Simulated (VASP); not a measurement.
A run of VASP 6.6.1 is set up as follows.

File INCAR:

```
ALGO = Normal
EDIFF = 1E-6
ENCUT = 520
GGA = PE
ISIF = 2
ISMEAR = -1
LASPH = T
LCHARG = T
LELF = T
LREAL = F
LVHAR = T
LWAVE = F
NBANDS = 11
NELM = 60
PREC = Accurate
SIGMA = 0.02
```

File KPOINTS:

```
k-points
0
Gamma
  8 8 8
```

The input POSCAR:

```
MgS
1.0
   -0.0690703012      2.6015179373      2.6015179373
    2.6015179373     -0.0690703012      2.6015179373
    2.5324476360      2.5324476360      0.0000000000
Mg S
1 1
Direct
    0.0000000000      0.0000000000      0.0000000000
    0.5000000000      0.5000000000      0.5000000000
```

Potentials or basis: VASP PAW PBE potentials, release 64 (Mg, S).

The run is started by

```console
$ cat potpaw_PBE.64/Mg/POTCAR potpaw_PBE.64/S/POTCAR > POTCAR
$ mpirun -np 1 vasp_std > vasp.out
```

Problem. Predict the pressure.

Solution. 0.9 GPa.

Problem. What does it give for the band gap on the k mesh?

Solution. 2.42 eV, indirect (least direct gap 3.41 eV).

Stress tensor (GPa, compression positive):
```
1.01 2.93 0.00
2.93 1.01 0.00
0.00 0.00 0.77
```

Caveat: the cell differs from its parent crystal (shear xy strain -5.3%). A k mesh can miss the band edges.
